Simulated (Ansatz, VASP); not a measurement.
GaN in VASP and in Ansatz

The input POSCAR:

```
GaN
1.0
    2.6884897750      0.0000000000      0.0000000000
    0.0000000000      2.6884897750      0.0000000000
    0.0000000000      0.0000000000      2.6884897750
Ga N
1 1
Direct
    0.0000000000      0.0000000000      0.0000000000
    0.5000000000      0.5000000000      0.5000000000
```

The input INCAR.step1:

```
  ALGO = Normal
  EDIFF = 1E-4
  ENCUT = 520
  GGA = PE
  ISMEAR = -1
  LASPH = T
  LCHARG = F
  LREAL = F
  LWAVE = T
  NBANDS = 16
  NELM = 60
  PREC = Accurate
  SIGMA = 0.03
```

INCAR.step2

```
  ALGO = Normal
  BPARAM = 11.95
  CPARAM = 0.0093
  EDIFF = 1E-6
  ENCUT = 520
  ISIF = 2
  ISMEAR = -1
  ISTART = 1
  IVDW_NL = 2
  LASPH = T
  LCHARG = F
  LMIXTAU = T
  LREAL = F
  LUSE_VDW = T
  LWAVE = F
  METAGGA = R2SCAN
  NBANDS = 16
  NELM = 60
  PREC = Accurate
  SIGMA = 0.03
```

KPOINTS

```
k-points
0
Gamma
  10 10 10
```

Input for Ansatz:

```yaml
crystal:
  lattice:
    - [2.688489775, 0.0, 0.0]
    - [0.0, 2.688489775, 0.0]
    - [0.0, 0.0, 2.688489775]
  atoms:
    - { symbol: Ga, position: [0.0, 0.0, 0.0] }
    - { symbol: "N", position: [0.5, 0.5, 0.5] }
kpoints:
  mp_grid: { grid: [10, 10, 10] }
  band_path:
    path: [[0.0, 0.0, 0.0], [0.0, 0.5, 0.0], [0.5, 0.5, 0.0], [0.5, 0.5, 0.5]]
    npoints: 1
hamiltonian:
  xc: r2scan
  dispersion: rvv10
scf:
  occupations: { method: fermi_dirac, width: 0.03 }
  n_extra_bands: 4
output:
  forces: true
  stress: true
  eigenvalues: true
  write_density: true
  write_potential: true
  elf: true
  volumetric_format: npy
```

Alike in both runs: task single point; functional r2SCAN; dispersion rVV10; k mesh 10 × 10 × 10; occupations fermi-dirac, width 0.03 eV; no spin polarisation.

```csv
,VASP,Ansatz
version,VASP 6.6.1,Ansatz 0.2.0
potentials or method,"VASP PAW PBE potentials, release 64 (Ga_d, N)","plane waves, PAW"
plane-wave cutoff (eV),520,500
valence electrons in the cell,18,18
```

Ansatz gave:

```
pressure (GPa) : 0.2
```

Task: Estimate VASP's values.

Result: Pressure (GPa): 0.7.

VASP's potentials were made for PBE, not for r2SCAN.
